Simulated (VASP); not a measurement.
# WC (P-6m2) in VASP: notebook

The runs below take WC through vibrations by perturbation theory, with PBEsol.

All numbers are computed with VASP 6.6.1; they aren't measurements. Logs are shortened: lines on timing, memory, paths and dates and some standing lists are left out, and cuts for length are marked.

## 1. The cell of the first run

Symmetry: P-6m2, No. 187, hexagonal system. The conventional cell has a = 2.848 Å, b = 2.848 Å, c = 2.789 Å, α = 90.00°, β = 90.00°, γ = 120.00°. W (site symmetry -6m2) has 6 C at 2.16 Å and 8 W at 2.79 to 2.85 Å within 2.9 Å. Within 2.9 Å of C (site symmetry -6m2) lie 6 W at 2.16 Å and 8 C at 2.79 to 2.85 Å.

## 2. Vibrations by perturbation theory, PBEsol

File INCAR:

```
PREC = Accurate ; ENCUT = 520
EDIFF = 1E-8 ; ISMEAR = -1
SIGMA = 0.15 ; LREAL = False
LASPH = True ; NELM = 100
ALGO = Normal ; ISIF = 2
LWAVE = False ; LCHARG = False
GGA = PS ; NBANDS = 16
IBRION = 8 ; NSW = 1
```

File KPOINTS:

```
regular mesh
0
Gamma
  18 18 14
```

File POSCAR:

```
WC
1.0
    2.8484794577      0.0000000000      0.0000000000
   -1.4242397288      2.4668555725      0.0000000000
    0.0000000000      0.0000000000      2.7887271350
W C
1 1
Direct
    0.0000000000      0.0000000000      0.0000000000
    0.6666666667      0.3333333333      0.5000000000
```

Potentials or basis: VASP PAW PBE potentials, release 64 (W_sv, C).

Launch:

```
> cat potpaw_PBE.64/W_sv/POTCAR potpaw_PBE.64/C/POTCAR > POTCAR
> mpirun -np 1 vasp_std > vasp.out
```

OUTCAR:

```text
PREC = Accurate
   ENCUT = 520
   EDIFF = 1E-8
   ISMEAR = -1
   LREAL = False
   LASPH = True
   NELM = 100
   ISIF = 2
   GGA = PS
   IBRION = 8
   NSW = 1

 ion  position               nearest neighbor table
   1  0.000  0.000  0.000-   2 2.16   2 2.16   2 2.16   2 2.16   2 2.16   2 2.16
   2  0.667  0.333  0.500-   1 2.16   1 2.16   1 2.16   1 2.16   1 2.16   1 2.16

  LATTYP: Found a hexagonal cell.
 ALAT       =     2.8484794577
 C/A-ratio  =     0.9790230811

  Lattice vectors:

 A1 = (   2.8484794577,   0.0000000000,   0.0000000000)
 A2 = (  -1.4242397288,   2.4668555725,   0.0000000000)
 A3 = (   0.0000000000,   0.0000000000,   2.7887271350)

Analysis of symmetry for initial positions (statically):
=====================================================================
 Subroutine PRICEL returns:
 Original cell was already a primitive cell.

 Routine SETGRP: Setting up the symmetry group for a
 hexagonal supercell.

 Subroutine GETGRP returns: Found 12 space group operations
 (whereof 12 operations were pure point group operations)
 out of a pool of 24 trial point group operations.

The static configuration has the point symmetry D_3h.

Analysis of symmetry for dynamics (positions and initial velocities):
=====================================================================
 Subroutine PRICEL returns:
 Original cell was already a primitive cell.

 Routine SETGRP: Setting up the symmetry group for a
 hexagonal supercell.

 Subroutine GETGRP returns: Found 12 space group operations
 (whereof 12 operations were pure point group operations)
 out of a pool of 24 trial point group operations.

The dynamic configuration has the point symmetry D_3h.

 Subroutine INISYM returns: Found 12 space group operations
 (whereof 12 operations are pure point group operations),
 and found     1 'primitive' translations

----------------------------------------------------------------------------------------

[... 615 lines left out ...]
  external PRESSURE =     236.3238754 kB  Pullay stress =       0.0000000 kB

 VOLUME and BASIS-vectors are now :
 -----------------------------------------------------------------------------
  energy-cutoff  :      520.00
  volume of cell :       19.60
      direct lattice vectors                 reciprocal lattice vectors
     2.848479458  0.000000000  0.000000000     0.351064494  0.202687180  0.000000000
    -1.424239729  2.466855573  0.000000000     0.000000000  0.405374360  0.000000000
     0.000000000  0.000000000  2.788727135     0.000000000  0.000000000  0.358586535

 POSITION                                       TOTAL-FORCE (eV/Angst)
 -----------------------------------------------------------------------------------
      0.00000      0.00000      0.00000        -0.000000     -0.000000      0.000000
      1.42424      0.82229      1.39436         0.000000      0.000000      0.000000
 -----------------------------------------------------------------------------------
    total drift:                               -0.000000      0.000000      0.000000

  FREE ENERGIE OF THE ION-ELECTRON SYSTEM (eV)
  ---------------------------------------------------
  free  energy   TOTEN  =       -23.8370642222 eV

  energy  without entropy=      -23.8149215354  energy(sigma->0) =      -23.82599288

[... ionic steps 2 to 3 ...]

--------------------------------------- Ionic step        4  -------------------------------------------

------------------------ aborting loop because EDIFF is reached ----------------------------------------
[... 11 lines left out ...]
[... ionic steps 8 to 8 ...]

--------------------------------------- Ionic step        9  -------------------------------------------

 Free energy of the ion-electron system (eV)
  ---------------------------------------------------
  ---------------------------------------------------
  free energy    TOTEN  =        -0.12303151 eV

  energy without entropy =       -0.12303151

------------------------ aborting loop because EDIFF is reached ----------------------------------------

 INTERNAL STRAIN TENSOR  FOR ION    2  DIRECTION 3   (eV/Angst):
 -----------------------------------------------------------------------------
     0.01361  0.00000 -0.00000
     0.00000  0.01361 -0.00000
    -0.00000  0.00000 -0.01849

 INTERNAL STRAIN TENSOR FOR ION    2 for displacements in x,y,z  (eV/Angst):
          X           Y           Z          XY          YZ          ZX
  --------------------------------------------------------------------------------
  x    -0.00000     0.00000    -0.00000    -7.88683     0.00000     0.00000
  y    -7.88683     7.88683     0.00000     0.00000     0.00000     0.00000
  z     0.00000     0.00000     0.00000     0.00000     0.00000     0.00000

 SECOND DERIVATIVES (NOT SYMMETRIZED)
 ------------------------------------
               1X          1Y          1Z          2X          2Y          2Z
  1X   -18.742026   -0.000000    0.000000   18.742026    0.000000    0.000000
  1Y    -0.000000  -18.742026    0.000000    0.000000   18.742026    0.000000
  1Z    -0.000000   -0.000000  -18.034511    0.000000    0.000000   18.034511
  2X    18.740403    0.000000    0.000000  -18.740403   -0.000000    0.000000
  2Y     0.000000   18.740403    0.000000   -0.000000  -18.740403    0.000000
  2Z    -0.000000   -0.000000   18.032872    0.000000    0.000000  -18.032872

 Eigenvectors and eigenvalues of the dynamical matrix
 ----------------------------------------------------

   1 f  =   20.155516 THz   126.640845 2PiTHz  672.315660 cm-1    83.356481 meV
             X         Y         Z           dx          dy          dz
      0.000000  0.000000  0.000000     0.212010    0.127988    0.000000
      1.424240  0.822285  1.394364    -0.829430   -0.500717    0.000000
[... 21 lines left out ...]
   6 f/i=    0.000216 THz     0.001355 2PiTHz    0.007192 cm-1     0.000892 meV
             X         Y         Z           dx          dy          dz
      0.000000  0.000000  0.000000    -0.000000    0.000002    0.968850
      1.424240  0.822285  1.394364    -0.000000    0.000001    0.247648

--------------------------------------------------------------------------------------------------------

 ELASTIC MODULI CONTR FROM IONIC RELAXATION (kBar)
 Direction    XX          YY          ZZ          XY          YZ          ZX
 --------------------------------------------------------------------------------
 XX        -233.8883    233.8883      0.0000     -0.0000      0.0000      0.0000
 YY         233.8883   -233.8883     -0.0000     -0.0000      0.0000      0.0000
 ZZ           0.0000     -0.0000     -0.0000     -0.0000      0.0000      0.0000
 XY          -0.0000     -0.0000     -0.0000   -233.8883      0.0000      0.0000
 YZ           0.0000      0.0000      0.0000      0.0000      0.0000      0.0000
 ZX           0.0000      0.0000      0.0000      0.0000      0.0000      0.0000
 --------------------------------------------------------------------------------
```

OSZICAR:

```text
N       E                     dE             d eps       ncg     rms          rms(c)
DAV:   1     0.110027992498E+03    0.11003E+03   -0.94147E+03  9480   0.127E+03
DAV:   2    -0.235272175848E+02   -0.13356E+03   -0.12895E+03 11112   0.341E+02
DAV:   3    -0.267094129552E+02   -0.31822E+01   -0.31684E+01 10512   0.500E+01
DAV:   4    -0.267252519809E+02   -0.15839E-01   -0.15838E-01 12232   0.391E+00
[... 73 lines left out ...]
RMM:   7    -0.123031177196E+00    0.21046E-05   -0.15702E-08 26492   0.137E-03    0.173E-04
RMM:   8    -0.123031714746E+00   -0.53755E-06   -0.46532E-08 28339   0.441E-04    0.652E-05
RMM:   9    -0.123031692869E+00    0.21877E-07    0.18822E-08 28297   0.114E-04    0.163E-05
RMM:  10    -0.123031506158E+00    0.18671E-06    0.13302E-08 28016   0.451E-05    0.263E-06
RMM:  11    -0.123031510479E+00   -0.43210E-08    0.11936E-09 27895   0.148E-05    0.528E-07
 Linear response finished
```

It took 28 min on 1 thread of Intel Xeon 8259CL, shared host; peak memory 0.89 GiB.

What came out:

```
Highest phonon frequency at Γ : 672 cm⁻¹
```

Phonon frequencies in cm⁻¹ (negative: imaginary):
```csv
q point,frequencies
"(0.000, 0.000, 0.000)",0 0 0 660 672 672
```

Caveat: the cell stands under pressure or tension, which shifts response properties; the PAW data sets were made with another functional, which shifts forces and pressure a little; spin-orbit coupling is left out, which moves the levels of the heavy elements.

## 3. Vibrations by perturbation theory, PBEsol

This run uses another cell than the first one, of 10.03 Å³/atom.

File INCAR:

```
SYSTEM = WC
  PREC = Accurate
  ENCUT = 520
  EDIFF = 1E-8
  ISMEAR = -1
  SIGMA = 0.15
  LREAL = .FALSE.
  LASPH = .TRUE.
  NELM = 60
  ALGO = Normal
  ISIF = 2
  LWAVE = .FALSE.
  LCHARG = .TRUE.
  GGA = PS
  IBRION = 8
  NSW = 1
```

File KPOINTS:

```
regular mesh
0
G
  18 18 14
  0 0 0
```

File POSCAR:

```
WC
1.0
    2.8725270214      0.0000000000      0.0000000000
   -1.4362635107      2.4876813736      0.0000000000
    0.0000000000      0.0000000000      2.8066660027
W C
1 1
Direct
    0.0000000000      0.0000000000      0.0000000000
    0.6666666667      0.3333333333      0.5000000000
```

Potentials or basis: VASP PAW PBE potentials, release 64 (W_sv, C).

Launch:

```
> cat potpaw_PBE.64/W_sv/POTCAR potpaw_PBE.64/C/POTCAR > POTCAR
> mpirun -np 1 vasp_std > vasp.out
```

OUTCAR:

```text
SYSTEM = WC
   PREC = Accurate
   ENCUT = 520
   EDIFF = 1E-8
   ISMEAR = -1
   LREAL = .FALSE.
   LASPH = .TRUE.
   NELM = 60
   ISIF = 2
   GGA = PS
   IBRION = 8
   NSW = 1

 ion  position               nearest neighbor table
   1  0.000  0.000  0.000-   2 2.17   2 2.17   2 2.17   2 2.17   2 2.17   2 2.17
   2  0.667  0.333  0.500-   1 2.17   1 2.17   1 2.17   1 2.17   1 2.17   1 2.17

  LATTYP: Found a hexagonal cell.
 ALAT       =     2.8725270214
 C/A-ratio  =     0.9770720978

  Lattice vectors:

 A1 = (   2.8725270214,   0.0000000000,   0.0000000000)
 A2 = (  -1.4362635107,   2.4876813736,   0.0000000000)
 A3 = (   0.0000000000,   0.0000000000,   2.8066660027)

Analysis of symmetry for initial positions (statically):
=====================================================================
 Subroutine PRICEL returns:
 Original cell was already a primitive cell.

 Routine SETGRP: Setting up the symmetry group for a
 hexagonal supercell.

 Subroutine GETGRP returns: Found 12 space group operations
 (whereof 12 operations were pure point group operations)
 out of a pool of 24 trial point group operations.

The static configuration has the point symmetry D_3h.

Analysis of symmetry for dynamics (positions and initial velocities):
=====================================================================
 Subroutine PRICEL returns:
 Original cell was already a primitive cell.

 Routine SETGRP: Setting up the symmetry group for a
 hexagonal supercell.

[... 570 lines left out ...]
 -----------------------------------------------------------------------------------
    total drift:                                0.000000     -0.000000      0.000000

  FREE ENERGIE OF THE ION-ELECTRON SYSTEM (eV)
  ---------------------------------------------------
  free  energy   TOTEN  =       -23.8888388559 eV

  energy  without entropy=      -23.8661023132  energy(sigma->0) =      -23.87747058

[... ionic steps 2 to 3 ...]

--------------------------------------- Ionic step        4  -------------------------------------------

------------------------ aborting loop because EDIFF is reached ----------------------------------------
[... 11 lines left out ...]
[... ionic steps 8 to 8 ...]

--------------------------------------- Ionic step        9  -------------------------------------------

 Free energy of the ion-electron system (eV)
  ---------------------------------------------------
  ---------------------------------------------------
  free energy    TOTEN  =        -0.12225058 eV

  energy without entropy =       -0.12225058

------------------------ aborting loop because EDIFF is reached ----------------------------------------

 INTERNAL STRAIN TENSOR  FOR ION    2  DIRECTION 3   (eV/Angst):
 -----------------------------------------------------------------------------
     0.01350  0.00000  0.00000
     0.00000  0.01350  0.00000
     0.00000 -0.00000 -0.01915

 INTERNAL STRAIN TENSOR FOR ION    2 for displacements in x,y,z  (eV/Angst):
          X           Y           Z          XY          YZ          ZX
  --------------------------------------------------------------------------------
  x    -0.00000     0.00000     0.00000    -6.79266     0.00000     0.00000
  y    -6.79266     6.79266     0.00000     0.00000     0.00000     0.00000
  z     0.00000     0.00000     0.00000     0.00000     0.00000     0.00000

 SECOND DERIVATIVES (NOT SYMMETRIZED)
 ------------------------------------
               1X          1Y          1Z          2X          2Y          2Z
  1X   -17.472135    0.000000    0.000000   17.472135    0.000000    0.000000
  1Y     0.000000  -17.472135    0.000000    0.000000   17.472135    0.000000
  1Z     0.000000    0.000000  -16.365570    0.000000   -0.000000   16.365570
  2X    17.476836    0.000000    0.000000  -17.476836    0.000000    0.000000
  2Y     0.000000   17.476836    0.000000    0.000000  -17.476836    0.000000
  2Z    -0.000000    0.000000   16.360499    0.000000    0.000000  -16.360499

 Eigenvectors and eigenvalues of the dynamical matrix
 ----------------------------------------------------

   1 f  =   19.463957 THz   122.295648 2PiTHz  649.247718 cm-1    80.496422 meV
             X         Y         Z           dx          dy          dz
      0.000000  0.000000  0.000000     0.000001    0.247606    0.000000
      1.436264  0.829227  1.403333    -0.000002   -0.968861    0.000000
[... 21 lines left out ...]
   6 f/i=    0.000700 THz     0.004400 2PiTHz    0.023358 cm-1     0.002896 meV
             X         Y         Z           dx          dy          dz
      0.000000  0.000000  0.000000     0.000000    0.000000    0.968844
      1.436264  0.829227  1.403333     0.000000    0.000000    0.247673

--------------------------------------------------------------------------------------------------------

 ELASTIC MODULI CONTR FROM IONIC RELAXATION (kBar)
 Direction    XX          YY          ZZ          XY          YZ          ZX
 --------------------------------------------------------------------------------
 XX        -177.4007    177.4007      0.0000     -0.0000      0.0000      0.0000
 YY         177.4007   -177.4007      0.0000      0.0000      0.0000      0.0000
 ZZ           0.0000      0.0000      0.0000      0.0000      0.0000      0.0000
 XY          -0.0000      0.0000      0.0000   -177.4007      0.0000      0.0000
 YZ           0.0000      0.0000      0.0000      0.0000      0.0000      0.0000
 ZX           0.0000      0.0000      0.0000      0.0000      0.0000      0.0000
 --------------------------------------------------------------------------------
```

OSZICAR:

```text
N       E                     dE             d eps       ncg     rms          rms(c)
DAV:   1     0.108024763183E+03    0.10802E+03   -0.97987E+03  7704   0.155E+03
DAV:   2    -0.229645237865E+02   -0.13099E+03   -0.12758E+03  8841   0.381E+02
DAV:   3    -0.267481914250E+02   -0.37837E+01   -0.37501E+01  9389   0.601E+01
[... 80 lines left out ...]
RMM:   8    -0.122250527385E+00   -0.66712E-06   -0.17584E-07 22404   0.669E-04    0.715E-05
RMM:   9    -0.122250728423E+00   -0.20104E-06   -0.88427E-10 22933   0.168E-04    0.152E-05
RMM:  10    -0.122250588958E+00    0.13947E-06   -0.16106E-08 22425   0.571E-05    0.217E-06
RMM:  11    -0.122250574120E+00    0.14838E-07   -0.17358E-08 22823   0.133E-05    0.748E-07
RMM:  12    -0.122250581312E+00   -0.71913E-08   -0.18823E-09 19997   0.419E-06    0.206E-07
 Linear response finished
```

stdout:

```text
POSCAR found type information on POSCAR W C
 POSCAR found :  2 types and       2 ions
 scaLAPACK will be used
 -----------------------------------------------------------------------------
|                                                                             |
|                                                                             |
|     You enforced a specific xc type in the INCAR file but a different       |
|     I HOPE YOU KNOW WHAT YOU ARE DOING!                                     |
|                                                                             |
 -----------------------------------------------------------------------------

 LDA part: xc-table for (Slater+PW92), standard interpolation
 POSCAR, INCAR and KPOINTS ok, starting setup
 FFT: planning ... GRIDC
 FFT: planning ... GRID_SOFT
 FFT: planning ... GRID
 WAVECAR not read
 entering main loop
 Linear response reoptimize wavefunctions to high precision
 Linear response DOF=           4
 Linear response progress:
 first order change of Fermi-energy  -0.52467E-04
 force on displaced ion       1 direction 1 : -17.472   0.001   0.000
 Linear response progress:
 first order change of Fermi-energy  -0.66566E-03
 force on displaced ion       1 direction 3 :  -0.000  -0.000 -16.366
 Linear response progress:
 first order change of Fermi-energy   0.36326E-05
 force on displaced ion       2 direction 1 : -17.477   0.002   0.000
 Linear response progress:
 first order change of Fermi-energy   0.31868E-03
 force on displaced ion       2 direction 3 :   0.000  -0.000 -16.360
 Linear response finished
```

It took 30 min on 1 thread of Intel Xeon 8259CL, shared host; peak memory 0.79 GiB.

What came out:

```
Highest phonon frequency at Γ : 649 cm⁻¹
```

Phonon frequencies in cm⁻¹ (negative: imaginary):
| q point | frequencies |
| --- | --- |
| (0.000, 0.000, 0.000) | 0 0 0 628 649 649 |

Caveat: the cell stands under pressure or tension, which shifts response properties; the PAW data sets were made with another functional, which shifts forces and pressure a little; spin-orbit coupling is left out, which moves the levels of the heavy elements.

(Part 1 of 2 ends here.)
